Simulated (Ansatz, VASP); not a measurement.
# One calculation of HC10, two programs

INCAR

```
  PREC = Accurate
  ENCUT = 520
  EDIFF = 1E-7
  ISMEAR = 0
  SIGMA = 0.1
  LREAL = Auto
  LASPH = T
  NELM = 100
  ALGO = Normal
  ISIF = 2
  LWAVE = F
  LCHARG = F
  LDIPOL = T
  IDIPOL = 3
  DIPOL = 0.5 0.5 0.297
  GGA = PE
  NBANDS = 58
```

The input KPOINTS:

```
Automatic mesh
0
Gamma
  4 3 1
```

File POSCAR:

```
HC10
1.0
    8.5436715410      0.0000000000      0.0000000000
   -2.1359178852      8.6110540228      0.0000000000
    0.0000000000      0.0000000000     22.7788015587
C H
20 2
Direct
    0.0782061927      0.9794914374      0.1756018634
    0.5782061927      0.9794914374      0.1756018634
    0.4115395260      0.9794914374      0.1756018634
    0.9115395260      0.9794914374      0.1756018634
    0.3230790520      0.9589828748      0.2291807119
    0.8230790520      0.9589828748      0.2291807119
    0.1564123854      0.9589828748      0.2291807119
    0.6564123854      0.9589828748      0.2291807119
    0.0669021191      0.9383827998      0.2826780623
    0.5669021191      0.9383827998      0.2826780623
    0.4022889535      0.9383826011      0.2826780666
    0.9022889535      0.9383826011      0.2826780666
    0.3111130358      0.9176686260      0.3364248459
    0.8111130358      0.9176686260      0.3364248459
    0.1477209834      0.9176686383      0.3364247639
    0.6477209834      0.9176686383      0.3364247639
    0.0473696299      0.8987954532      0.3853929922
    0.5473696299      0.8987954532      0.3853929922
    0.4020260968      0.8987947219      0.3853934781
    0.9020260968      0.8987947219      0.3853934781
    0.1963156151      0.2321282990      0.4472926491
    0.3712989338      0.2321282990      0.4472926491
```

Input for Ansatz:

```yaml
crystal:
  lattice:
    - [8.543671541, 0.0, 0.0]
    - [-2.1359178852, 8.6110540228, 0.0]
    - [0.0, 0.0, 22.7788015587]
  atoms:
    - { symbol: C, position: [0.0782061927, 0.9794914374, 0.1756018634] }
    - { symbol: C, position: [0.5782061927, 0.9794914374, 0.1756018634] }
    - { symbol: C, position: [0.411539526, 0.9794914374, 0.1756018634] }
    - { symbol: C, position: [0.911539526, 0.9794914374, 0.1756018634] }
    - { symbol: C, position: [0.323079052, 0.9589828748, 0.2291807119] }
    - { symbol: C, position: [0.823079052, 0.9589828748, 0.2291807119] }
    - { symbol: C, position: [0.1564123854, 0.9589828748, 0.2291807119] }
    - { symbol: C, position: [0.6564123854, 0.9589828748, 0.2291807119] }
    - { symbol: C, position: [0.0669021191, 0.9383827998, 0.2826780623] }
    - { symbol: C, position: [0.5669021191, 0.9383827998, 0.2826780623] }
    - { symbol: C, position: [0.4022889535, 0.9383826011, 0.2826780666] }
    - { symbol: C, position: [0.9022889535, 0.9383826011, 0.2826780666] }
    - { symbol: C, position: [0.3111130358, 0.917668626, 0.3364248459] }
    - { symbol: C, position: [0.8111130358, 0.917668626, 0.3364248459] }
    - { symbol: C, position: [0.1477209834, 0.9176686383, 0.3364247639] }
    - { symbol: C, position: [0.6477209834, 0.9176686383, 0.3364247639] }
    - { symbol: C, position: [0.0473696299, 0.8987954532, 0.3853929922] }
    - { symbol: C, position: [0.5473696299, 0.8987954532, 0.3853929922] }
    - { symbol: C, position: [0.4020260968, 0.8987947219, 0.3853934781] }
    - { symbol: C, position: [0.9020260968, 0.8987947219, 0.3853934781] }
    - { symbol: H, position: [0.1963156151, 0.232128299, 0.4472926491] }
    - { symbol: H, position: [0.3712989338, 0.232128299, 0.4472926491] }
basis:
  ecutwfc: 420
kpoints:
  mp_grid: { grid: [4, 3, 1] }
hamiltonian:
  xc: pbe
  pseudopotentials: { kind: paw, azcp: { folder: soft_1 } }
scf:
  occupations: { method: gaussian, width: 0.1 }
output:
  forces: true
  eigenvalues: true
efield:
  axis: 3
  dipole_correction: true
  ramp_width: 0.04
```

Alike in both runs: task single point; functional PBE; k mesh 4 × 3 × 1; occupations gaussian, width 0.1 eV; no spin polarisation.

```csv
,VASP,Ansatz
version,VASP 6.6.1,Ansatz 0.2.0
potentials or method,"VASP PAW PBE potentials, release 64 (C, H), cutoff 520 eV","scalar-relativistic, plane waves, PAW"
valence electrons in the cell,82,82
```

```tsv
	VASP	Ansatz	Ansatz less VASP
gap on the k mesh at the Fermi level (eV)	0.26	0.26	+0.001
least direct gap on the mesh (eV)	0.37	0.36	-0.007
rms of the force components (eV/Å)	1.868	1.875	+0.0066
```

Atom by atom the forces differ by 0.024 eV/Å (rms over components).
